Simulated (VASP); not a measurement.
# Ru (P6_3/mmc) in VASP: further runs, part 2 of 3

VASP 6.6.1.

### Step 3. Single point, r2SCAN

File POSCAR:

```
Ru
1.0
    2.7058000000      0.0000000000      0.0000000000
   -1.3529000000      2.3432915376      0.0000000000
    0.0000000000      0.0000000000      4.2819000000
Ru
2
Direct
    0.6666666667      0.3333333333      0.7500000000
    0.3333333333      0.6666666667      0.2500000000
```

File INCAR.step1:

```
SYSTEM = Ru
PREC     = Accurate       ! precision mode
ENCUT    = 520            ! plane-wave cutoff, eV
ISMEAR   = 0              ! smearing method
SIGMA    = 0.1            ! smearing width, eV
LREAL    = .False.        ! projectors in reciprocal space
LASPH    = .True.         ! aspherical terms in the spheres
NELM     = 80             ! most SCF steps
NBANDS   = 21             ! bands
GGA      = PE             ! functional
ALGO     = Normal         ! electronic algorithm
EDIFF    = 1E-4           ! SCF threshold, eV
LWAVE    = .True.         ! write WAVECAR
LCHARG   = .False.        ! write CHGCAR
```

File INCAR.step2:

```
SYSTEM = Ru
PREC     = Accurate       ! precision mode
ENCUT    = 520            ! plane-wave cutoff, eV
EDIFF    = 1E-6           ! SCF threshold, eV
ISMEAR   = 0              ! smearing method
SIGMA    = 0.1            ! smearing width, eV
LREAL    = .False.        ! projectors in reciprocal space
LASPH    = .True.         ! aspherical terms in the spheres
NELM     = 80             ! most SCF steps
ALGO     = Normal         ! electronic algorithm
ISIF     = 2              ! what is computed and relaxed
LWAVE    = .False.        ! write WAVECAR
LCHARG   = .True.         ! write CHGCAR
METAGGA  = R2SCAN         ! meta-GGA
LMIXTAU  = .True.       
LELF     = .True.         ! ELF
LVHAR    = .True.       
NBANDS   = 21             ! bands
ISTART   = 1
```

File KPOINTS:

```
regular mesh
0
Gamma
  9 9 5
  0 0 0
```

Potentials or basis: VASP PAW PBE potentials, release 64 (Ru_pv).

Started as:

```sh
$ cat potpaw_PBE.64/Ru_pv/POTCAR > POTCAR
$ cp INCAR.step1 INCAR
$ mpirun -np 1 vasp_std > vasp.out
$ cp INCAR.step2 INCAR
$ mpirun -np 1 vasp_std > vasp.out
```

OUTCAR:

```text
SYSTEM = Ru
   PREC = Accurate
   ENCUT = 520
   EDIFF = 1E-6
   ISMEAR = 0
   LREAL = .False.
   LASPH = .True.
   NELM = 80
   ISIF = 2
   METAGGA = R2SCAN
   ISTART = 1

 ion  position               nearest neighbor table
   1  0.667  0.333  0.750-   2 2.65   2 2.65   2 2.65   2 2.65   2 2.65   2 2.65
   2  0.333  0.667  0.250-   1 2.65   1 2.65   1 2.65   1 2.65   1 2.65   1 2.65

  LATTYP: Found a hexagonal cell.
 ALAT       =     2.7058000000
 C/A-ratio  =     1.5824894671

  Lattice vectors:

[... 766 lines left out ...]
------------------------ aborting loop because EDIFF is reached ----------------------------------------

  FORCE on cell =-STRESS in cart. coord.  units (eV):
  Direction    XX          YY          ZZ          XY          YZ          ZX
  --------------------------------------------------------------------------------------
  -------------------------------------------------------------------------------------
  Total       -0.1178717     -0.1178717     -0.1642681     -0.0000000      0.0000000      0.0000000
  in kB       -6.9560316     -6.9560316     -9.6940523     -0.0000000      0.0000000      0.0000000
  external PRESSURE =      -7.8687052 kB  Pullay stress =       0.0000000 kB

 VOLUME and BASIS-vectors are now :
 -----------------------------------------------------------------------------
  energy-cutoff  :      520.00
  volume of cell :       27.15
      direct lattice vectors                 reciprocal lattice vectors
     2.705800000  0.000000000  0.000000000     0.369576465  0.213375072  0.000000000
    -1.352900000  2.343291538  0.000000000     0.000000000  0.426750144  0.000000000
     0.000000000  0.000000000  4.281900000     0.000000000  0.000000000  0.233541185

 POSITION                                       TOTAL-FORCE (eV/Angst)
 -----------------------------------------------------------------------------------
      1.35290      0.78110      3.21143         0.000000      0.000000      0.000000
     -0.00000      1.56219      1.07048        -0.000000     -0.000000      0.000000
 -----------------------------------------------------------------------------------
    total drift:                               -0.000000      0.000000     -0.000000

  FREE ENERGIE OF THE ION-ELECTRON SYSTEM (eV)
  ---------------------------------------------------
  free  energy   TOTEN  =       -50.8865775851 eV

  energy  without entropy=      -50.8789209312  energy(sigma->0) =      -50.88274926
```

OUTCAR.step1:

```text
SYSTEM = Ru
   PREC = Accurate
   ENCUT = 520
   ISMEAR = 0
   LREAL = .False.
   LASPH = .True.
[... 801 lines left out ...]
      1.35290      0.78110      3.21143         0.000000     -0.000000      0.000000
     -0.00000      1.56219      1.07048        -0.000000      0.000000      0.000000
 -----------------------------------------------------------------------------------
    total drift:                               -0.000000      0.000000     -0.000000

  FREE ENERGIE OF THE ION-ELECTRON SYSTEM (eV)
  ---------------------------------------------------
  free  energy   TOTEN  =       -18.4920632932 eV

  energy  without entropy=      -18.4839946010  energy(sigma->0) =      -18.48802895
```

OSZICAR.step1:

```text
N       E                     dE             d eps       ncg     rms          rms(c)
DAV:   1     0.288333076911E+03    0.28833E+03   -0.17551E+04  1512   0.149E+03
DAV:   2    -0.138882595522E+02   -0.30222E+03   -0.29304E+03  1557   0.446E+02
DAV:   3    -0.198007710094E+02   -0.59125E+01   -0.58784E+01  1792   0.698E+01
DAV:   4    -0.198431396188E+02   -0.42369E-01   -0.42295E-01  1844   0.573E+00
DAV:   5    -0.198436827376E+02   -0.54312E-03   -0.53986E-03  1740   0.586E-01    0.177E+01
DAV:   6    -0.185837024936E+02    0.12600E+01   -0.28011E+00  1722   0.164E+01    0.482E+00
DAV:   7    -0.184999625697E+02    0.83740E-01   -0.43886E-01  1737   0.505E+00    0.963E-01
DAV:   8    -0.184927928444E+02    0.71697E-02   -0.16557E-02  1657   0.108E+00    0.390E-01
DAV:   9    -0.184920511382E+02    0.74171E-03   -0.10867E-03  1682   0.354E-01    0.350E-02
DAV:  10    -0.184920632932E+02   -0.12155E-04   -0.59587E-05   986   0.809E-02
   1 F= -.18492063E+02 E0= -.18488029E+02  d E =-.806869E-02
```

It took 86 s on 1 thread of AMD EPYC 7R43 (Zen 3), shared host; peak memory 0.11 GiB.

Results:

| Property | Result |
| --- | --- |
| Free energy | -50.8866 eV |
| Pressure | -0.8 GPa |
| Band gap on the k mesh | zero (bands 14 and 15 overlap by 3.17 eV) |

Levels at points of the mesh, in eV from the Fermi level:
```csv
k point,band 10,band 11,band 12,band 13,band 14,band 15,band 16,band 17,band 18,band 19
"(0.00, 0.00, 0.00)",-2.81,-2.62,-2.11,-2.11,-1.56,-1.56,1.13,1.13,1.26,8.28
```

Caveat: the PAW data sets were made with another functional, which shifts forces and pressure a little.

### Step 4. Single point, HSE06

This run uses another cell than the first one, of 13.23 Å³/atom.

File POSCAR:

```
Ru
1.0
    2.6948580947      0.0000000000      0.0000000000
   -1.3474290473      2.3338155696      0.0000000000
    0.0000000000      0.0000000000      4.2075171704
Ru
2
Direct
    0.6666666667      0.3333333333      0.7500000000
    0.3333333333      0.6666666667      0.2500000000
```

File INCAR.step1:

```
SYSTEM = Ru
PREC     = Accurate       ! precision mode
ENCUT    = 520            ! plane-wave cutoff, eV
EDIFF    = 1E-5           ! SCF threshold, eV
ISMEAR   = -1             ! smearing method
SIGMA    = 0.05           ! smearing width, eV
LREAL    = .FALSE.        ! projectors in reciprocal space
LASPH    = .TRUE.         ! aspherical terms in the spheres
NELM     = 100            ! most SCF steps
ALGO     = Normal         ! electronic algorithm
ISIF     = 2              ! what is computed and relaxed
LWAVE    = .TRUE.         ! write WAVECAR
GGA      = PE             ! functional
NBANDS   = 21             ! bands
```

File INCAR.step2:

```
SYSTEM = Ru
PREC     = Accurate       ! precision mode
ENCUT    = 520            ! plane-wave cutoff, eV
EDIFF    = 1E-6           ! SCF threshold, eV
ISMEAR   = -1             ! smearing method
SIGMA    = 0.05           ! smearing width, eV
LREAL    = .FALSE.        ! projectors in reciprocal space
LASPH    = .TRUE.         ! aspherical terms in the spheres
NELM     = 100            ! most SCF steps
ALGO     = Normal         ! electronic algorithm
ISIF     = 2              ! what is computed and relaxed
LWAVE    = .FALSE.        ! write WAVECAR
LCHARG   = .TRUE.         ! write CHGCAR
GGA      = PE             ! functional
LHFCALC  = .TRUE.         ! exact exchange
HFSCREEN = 0.2079         ! screening, 1/A
PRECFOCK = Normal       
LELF     = .TRUE.         ! ELF
LVHAR    = .TRUE.       
ISTART   = 1            
NBANDS   = 21             ! bands
```

File KPOINTS:

```
Automatic mesh
0
G
  6 6 3
  0 0 0
```

Started as:

```sh
$ cat potpaw_PBE.64/Ru_pv/POTCAR > POTCAR
$ cp INCAR.step1 INCAR
$ mpirun -np 1 vasp_std > vasp.out
$ cp INCAR.step2 INCAR
$ mpirun -np 1 vasp_std > vasp.out
```

It took 21 min on 1 thread of Intel Xeon Platinum 8259CL at 2.50GHz (Skylake/Cascade Lake), shared host; peak memory 0.25 GiB.

It converged, with:

```
Free energy            : -21.6269 eV
Pressure               : 0.7 GPa
Band gap on the k mesh : zero (bands 14 and 15 overlap by 3.98 eV)
```

Stress tensor (GPa, compression positive):
```
0.68 0.00 0.00
0.00 0.68 0.00
0.00 0.00 0.80
```

Levels at points of the mesh, in eV from the Fermi level:
```tsv
k point	band 10	band 11	band 12	band 13	band 14	band 15	band 16	band 17	band 18	band 19
(0.00, 0.00, 0.00)	-3.22	-2.77	-2.42	-2.42	-1.98	-1.98	1.50	1.50	1.64	12.08
(0.50, 0.00, 0.00)	-3.90	-2.47	-2.09	-1.74	1.77	2.29	2.39	4.86	7.15	12.49
```

Caveat: the k points lie up to 0.50 Å⁻¹ apart, too coarse for converged energies and pressures of a metal; the PAW data sets were made with another functional, which shifts forces and pressure a little.

[end of part 2 of 3]
